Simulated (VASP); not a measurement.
Input of a VASP 6.6.1 run:

INCAR

```
PREC = Accurate
ENCUT = 520
EDIFF = 1E-7
ISMEAR = 0
SIGMA = 0.02
LREAL = Auto
LASPH = T
NELM = 80
ALGO = Normal
ISIF = 2
LWAVE = F
LCHARG = F
GGA = PS
NBANDS = 48
```

KPOINTS

```
Automatic mesh
0
Gamma
  2 2 2
```

The input POSCAR:

```
Si
1.0
    0.0000000000      5.4300000000      5.4300000000
    5.4300000000      0.0000000000      5.4300000000
    5.4300000000      5.4300000000      0.0000000000
Si
17
Direct
    0.0018802026      0.0018809392      0.0018936464
    0.1250356354      0.1256065378      0.1237313996
    0.0025482505      0.0025460405      0.4923596685
    0.1281031308      0.1280320442      0.6216394107
    0.0018875691      0.4943240331      0.0019006446
    0.1279651934      0.6219567219      0.1281145488
   -0.0012471455      0.5004261510      0.5003944751
    0.1281050645      0.6222214549      0.6216420810
    0.4937262431      0.0020860958      0.0021021179
    0.6218698895      0.1279271639      0.1281461326
    0.5004664825     -0.0013782689      0.5004340700
    0.6221108656      0.1280895028      0.6217127072
    0.5003160221      0.5003167587     -0.0009495396
    0.6218734807      0.6220535912      0.1281471455
    0.5004682320      0.5004790976      0.5004354512
    0.6249942910      0.6248889503      0.6252314917
    0.8750592081      0.8756267956      0.8736682320
```

Potentials or basis: VASP PAW PBE potentials, release 64 (Si).

Launch:

```bash
$ cat potpaw_PBE.64/Si/POTCAR > POTCAR
$ mpirun -np 1 vasp_std > vasp.out
```

Problem. Predict the band gap on the k mesh.

Solution. Zero (bands 34 and 35 overlap by 0.25 eV).

Problem. What does it give for the pressure?

Solution. 3.5 GPa.

Problem. Estimate the largest force.

Solution. 0.019 eV/Å.

Forces in eV/Å, atoms in the order of the input:
```
Si   0.007  0.004  0.015
Si   0.001  0.002 -0.001
Si   0.009  0.005 -0.009
Si   0.002  0.000 -0.013
Si  -0.015  0.004 -0.006
Si  -0.003 -0.016  0.003
Si   0.011 -0.005 -0.011
Si   0.013  0.000 -0.002
Si   0.000 -0.012  0.000
Si  -0.014 -0.003  0.003
Si  -0.005  0.011 -0.009
Si   0.000  0.014  0.000
Si  -0.012 -0.010  0.012
Si  -0.003 -0.003  0.014
Si   0.009  0.011  0.005
Si   0.000  0.000  0.000
Si   0.001  0.000 -0.001
```

Caveat: the k points lie up to 0.50 Å⁻¹ apart; the PAW data sets were made with another functional, which shifts forces and pressure a little.
